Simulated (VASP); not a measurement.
# Bi (Im-3m) in VASP: settings compared, part 2 of 3

VASP 6.6.1. Earlier steps stand in the parts before.

## 3. Single point, PBE (34.32 Å³/atom)

This run uses another cell than the first one, of 34.32 Å³/atom.

Contents of INCAR:

```
SYSTEM = Bi
  PREC = Accurate
  ENCUT = 500
  EDIFF = 1E-6
  ISMEAR = 0
  SIGMA = 0.05
  LREAL = .False.
  LASPH = .True.
  NELM = 120
  ALGO = Normal
  ISIF = 2
  LWAVE = .False.
  LCHARG = .False.
  GGA = PE
  NBANDS = 14
  GGA_COMPAT = .False.
```

Contents of KPOINTS:

```
regular mesh
0
Gamma
  6 6 6
  0 0 0
```

Contents of POSCAR:

```
Bi
1.0
   -2.0472880309      2.0472880309      2.0472880309
    2.0472880309     -2.0472880309      2.0472880309
    2.0472880309      2.0472880309     -2.0472880309
Bi
1
Direct
    0.0000000000      0.0000000000      0.0000000000
```

Potentials or basis: VASP PAW PBE potentials, release 64 (Bi_d).

Command:

```bash
$ cat potpaw_PBE.64/Bi_d/POTCAR > POTCAR
$ mpirun -np 1 vasp_std > vasp.out
```

OUTCAR:

```text
SYSTEM = Bi
   PREC = Accurate
   ENCUT = 500
   EDIFF = 1E-6
   ISMEAR = 0
   LREAL = .False.
   LASPH = .True.
   NELM = 120
   ISIF = 2
   GGA = PE

 ion  position               nearest neighbor table
   1  0.000  0.000  0.000-

  LATTYP: Found a body centered cubic cell.
 ALAT       =     4.0945760618

  Lattice vectors:

 A1 = (  -2.0472880309,   2.0472880309,   2.0472880309)
 A2 = (   2.0472880309,  -2.0472880309,   2.0472880309)
 A3 = (   2.0472880309,   2.0472880309,  -2.0472880309)

Analysis of symmetry for initial positions (statically):
=====================================================================
 Subroutine PRICEL returns:
 Original cell was already a primitive cell.

 Routine SETGRP: Setting up the symmetry group for a
 body centered cubic supercell.

 Subroutine GETGRP returns: Found 48 space group operations
 (whereof 48 operations were pure point group operations)
 out of a pool of 48 trial point group operations.

The static configuration has the point symmetry O_h .

Analysis of symmetry for dynamics (positions and initial velocities):
=====================================================================
 Subroutine PRICEL returns:
 Original cell was already a primitive cell.

 Routine SETGRP: Setting up the symmetry group for a
 body centered cubic supercell.

 Subroutine GETGRP returns: Found 48 space group operations
 (whereof 48 operations were pure point group operations)
 out of a pool of 48 trial point group operations.

The dynamic configuration has the point symmetry O_h .

 Subroutine INISYM returns: Found 48 space group operations
 (whereof 48 operations are pure point group operations),
 and found     1 'primitive' translations

----------------------------------------------------------------------------------------

                                     Primitive cell

  volume of cell :      34.3239

  direct lattice vectors                    reciprocal lattice vectors
    -2.047288031  2.047288031  2.047288031     0.000000000  0.244225528  0.244225528
     2.047288031 -2.047288031  2.047288031     0.244225528  0.000000000  0.244225528
     2.047288031  2.047288031 -2.047288031     0.244225528  0.244225528  0.000000000

  length of vectors
     3.546006887  3.546006887  3.546006887     0.345387054  0.345387054  0.345387054

  position of ions in fractional coordinates (direct lattice)
     0.000000000  0.000000000  0.000000000

  ion indices of the primitive-cell ions
   primitive index   ion index
                 1           1

----------------------------------------------------------------------------------------

 KPOINTS: regular mesh

Automatic generation of k-mesh.
 Grid dimensions read from file:
 generate k-points for:    6    6    6

 Generating k-lattice:

  Cartesian coordinates                     Fractional coordinates (reciprocal lattice)
     0.000000000  0.040704255  0.040704255     0.166666667  0.000000000  0.000000000
     0.040704255  0.000000000  0.040704255     0.000000000  0.166666667  0.000000000
     0.040704255  0.040704255  0.000000000     0.000000000  0.000000000  0.166666667

  Length of vectors
     0.057564509  0.057564509  0.057564509

  Shift w.r.t. Gamma in fractional coordinates (k-lattice)
     0.000000000  0.000000000  0.000000000

 Subroutine IBZKPT returns following result:
 ===========================================

 Found     16 irreducible k-points:

 Following reciprocal coordinates:
            Coordinates               Weight
  0.000000  0.000000  0.000000      1.000000
  0.166667  0.000000  0.000000     12.000000
  0.333333  0.000000  0.000000     12.000000
  0.500000  0.000000  0.000000      6.000000
  0.166667  0.166667  0.000000     24.000000
  0.333333  0.166667  0.000000     48.000000
[... 8 lines left out ...]
  0.500000  0.500000  0.333333     12.000000
  0.500000  0.500000  0.500000      1.000000
   k-points           NKPTS =     16   k-points in BZ     NKDIM =     16   number of bands    NBANDS=     14
   number of dos      NEDOS =    301   number of ions     NIONS =      1
   total plane-waves  NPLWV =  21952
   dimension x,y,z NGX =    28 NGY =   28 NGZ =   28
   dimension x,y,z NGXF=    56 NGYF=   56 NGZF=   56
   ions per type =               1
   NGX,Y,Z   is equivalent  to a cutoff of  13.13, 13.13, 13.13 a.u.
   NGXF,Y,Z  is equivalent  to a cutoff of  26.25, 26.25, 26.25 a.u.
 SYSTEM =  Bi
   PREC   = accura    normal or accurate (medium, high low for compatibility)
   ISTART =      0    job   : 0-new  1-cont  2-samecut
   ICHARG =      2    charge: 1-file 2-atom 10-const
   ISPIN  =      1    spin polarized calculation?
   LNONCOLLINEAR =      F non collinear calculations
   LSORBIT =      F    spin-orbit coupling
   LASPH  =      T    aspherical Exc in radial PAW
   ENCUT  =  500.0 eV  36.75 Ry    6.06 a.u.   6.47  6.47  6.47*2*pi/ulx,y,z
   NELM   =    120;   NELMIN=  2; NELMDL= -5     # of ELM steps
   EDIFF  = 0.1E-05   stopping-criterion for ELM
   LREAL  =      F    real-space projection
   EDIFFG = 0.1E-04   stopping-criterion for IOM
   NSW    =      0    number of steps for IOM
   IBRION =     -1    ionic relax: 0-MD 1-quasi-New 2-CG
   NFREE  =      0    steps in history (QN), initial steepest desc. (CG)
   ISIF   =      2    stress and relaxation
   ISYM   =      2    0-nonsym 1-usesym 2-fastsym
   POTIM  = 0.5000    time-step for ionic-motion
   TEBEG  =    0.0;   TEEND  =   0.0 temperature during run
   PSTRESS=    0.0 pullay stress
   NELECT =      15.0000    total number of electrons
   NUPDOWN=      -1.0000    fix difference up-down
   EMIN   =  10.00;   EMAX   =-10.00  energy-range for DOS
   EFERMI =   0.00;   METHOD = LEGACY
   ISMEAR =     0;   SIGMA  =   0.05  broadening in eV -4-tet -1-fermi 0-gaus
   EFERMI_NEDOS =   21; number of points for ismear=-14 and -15
   IALGO  =     38    algorithm
   IMIX   =      4    mixing-type and parameters
     AMIX     =   0.40;   BMIX     =  1.00
     AMIX_MAG =   1.60;   BMIX_MAG =  1.00
  volume/ion in A,a.u.               =      34.32       231.63
  Fermi-wavevector in a.u.,A,eV,Ry     =   1.242338  2.347678 20.999270  1.543403
  Thomas-Fermi vector in A             =   2.376696
   LORBIT       =      0    0 simple, 1 ext, 2 COOP (PROOUT), +10 PAW based schemes
   GGA     = PE    functional components
   LHFCALC =     F    Hartree Fock is set to
   AEXX    =    0.0000 exact exchange contribution
   IVDW    =     0    specifies the selected vdW correction
   LEPSILON=     F    determine dielectric tensor
   LRPA    =     F    only Hartree local field effects (RPA)
 non-spin polarized calculation
 Gauss-broadening in eV      SIGMA  =   0.05
  energy-cutoff  :      500.00
  volume of cell :       34.32
 maximum number of plane-waves:       893
 NGX is ok and might be reduce to    28
   NGX = 13   NGY = 13   NGZ = 13

 number of electron      15.0000000 magnetization

 Free energy of the ion-electron system (eV)
  ---------------------------------------------------
  ext. energy  EPLUGINS =         0.00000000
  ---------------------------------------------------
  free energy    TOTEN  =        -3.70339250 eV

  energy without entropy =       -3.69855211  energy(sigma->0) =       -3.70097230

 E-fermi :   6.4925     XC(G=0):  -9.8308

 val. band max:        6.4540603571   @ k =   0.3333   0.1667   0.0000
 cond. band min:       6.5107535340   @ k =   0.3333   0.1667   0.1667
 fundamental gap:      0.0566931770
 Fermi energy:         6.4925297544

 k-point     1 :       0.0000    0.0000    0.0000
  band No.  band energies     occupation
      1     -16.2248      2.00000
      2     -16.2248      2.00000
      3     -16.2248      2.00000
      4     -16.1336      2.00000
      5     -16.1336      2.00000
      6      -6.1394      2.00000
      7      11.1990      0.00000
      8      11.1990      0.00000
      9      11.1990      0.00000
     10      14.7011      0.00000
     11      17.1834      0.00000
     12      17.1834      0.00000
     13      17.1834      0.00000
     14      17.8381      0.00000
[... 239 lines left out ...]
 k-point    16 :       0.5000    0.5000    0.5000
  band No.  band energies     occupation
      1     -16.2297      2.00000
      2     -16.2297      2.00000
      3     -16.0862      2.00000
      4     -16.0862      2.00000
      5     -16.0862      2.00000
      6      -1.9064      2.00000
      7       5.1513      2.00000
      8       5.1513      2.00000
      9       5.1513      2.00000
     10      10.3797      0.00000
     11      10.3797      0.00000
     12      21.8046      0.00000
     13      23.4855      0.00000
     14      23.4855      0.00000

------------------------ aborting loop because EDIFF is reached ----------------------------------------

  FORCE on cell =-STRESS in cart. coord.  units (eV):
  Direction    XX          YY          ZZ          XY          YZ          ZX
  --------------------------------------------------------------------------------------
  -------------------------------------------------------------------------------------
  Total       -0.7591639     -0.7591639     -0.7591639      0.0000000      0.0000000     -0.0000000
  in kB      -35.4363764    -35.4363764    -35.4363764      0.0000000      0.0000000     -0.0000000
  external PRESSURE =     -35.4363764 kB  Pullay stress =       0.0000000 kB

 VOLUME and BASIS-vectors are now :
 -----------------------------------------------------------------------------
  energy-cutoff  :      500.00
  volume of cell :       34.32
      direct lattice vectors                 reciprocal lattice vectors
    -2.047288031  2.047288031  2.047288031     0.000000000  0.244225528  0.244225528
     2.047288031 -2.047288031  2.047288031     0.244225528  0.000000000  0.244225528
     2.047288031  2.047288031 -2.047288031     0.244225528  0.244225528  0.000000000

 POSITION                                       TOTAL-FORCE (eV/Angst)
 -----------------------------------------------------------------------------------
      0.00000      0.00000      0.00000         0.000000      0.000000      0.000000
 -----------------------------------------------------------------------------------
    total drift:                                0.000000     -0.000000     -0.000000

  FREE ENERGIE OF THE ION-ELECTRON SYSTEM (eV)
  ---------------------------------------------------
  free  energy   TOTEN  =        -3.7033925005 eV

  energy  without entropy=       -3.6985521060  energy(sigma->0) =       -3.70097230
```

OSZICAR:

```text
N       E                     dE             d eps       ncg     rms          rms(c)
DAV:   1     0.111591083759E+03    0.11159E+03   -0.75693E+03   448   0.117E+03
DAV:   2     0.270232389193E+01   -0.10889E+03   -0.10565E+03   484   0.325E+02
DAV:   3    -0.355751373071E+01   -0.62598E+01   -0.62434E+01   568   0.782E+01
DAV:   4    -0.369891260755E+01   -0.14140E+00   -0.14132E+00   584   0.128E+01
DAV:   5    -0.370567452757E+01   -0.67619E-02   -0.67615E-02   638   0.250E+00    0.471E-01
DAV:   6    -0.370292344517E+01    0.27511E-02   -0.89179E-03   612   0.118E+00    0.294E-01
DAV:   7    -0.370329062296E+01   -0.36718E-03   -0.62938E-03   586   0.998E-01    0.863E-02
DAV:   8    -0.370339274881E+01   -0.10213E-03   -0.68247E-04   606   0.384E-01    0.148E-02
DAV:   9    -0.370339131177E+01    0.14370E-05   -0.15379E-05   600   0.526E-02    0.817E-03
DAV:  10    -0.370339246778E+01   -0.11560E-05   -0.38569E-06   594   0.190E-02    0.131E-03
DAV:  11    -0.370339250053E+01   -0.32748E-07   -0.21468E-07   416   0.649E-03
   1 F= -.37033925E+01 E0= -.37009723E+01  d E =-.484039E-02
```

Run time: 3.9 s. Hardware: 1 thread of Intel Xeon 6975P-C (Granite Rapids), shared host; peak memory 0.15 GiB.

Results:

```yaml
Free_energy: -3.7034 eV
Pressure: -3.5 GPa
Band_gap_on_the_k_mesh: zero (an odd number of electrons rules out a gap without spin polarisation)
```

Caveat: the k points lie up to 0.36 Å⁻¹ apart, too coarse for converged energies and pressures of a metal; spin-orbit coupling is left out, which moves the levels of the heavy elements.

(Part 2 of 3 ends here.)

The gap in the log of VASP goes by the Fermi energy; the results here count the filled bands.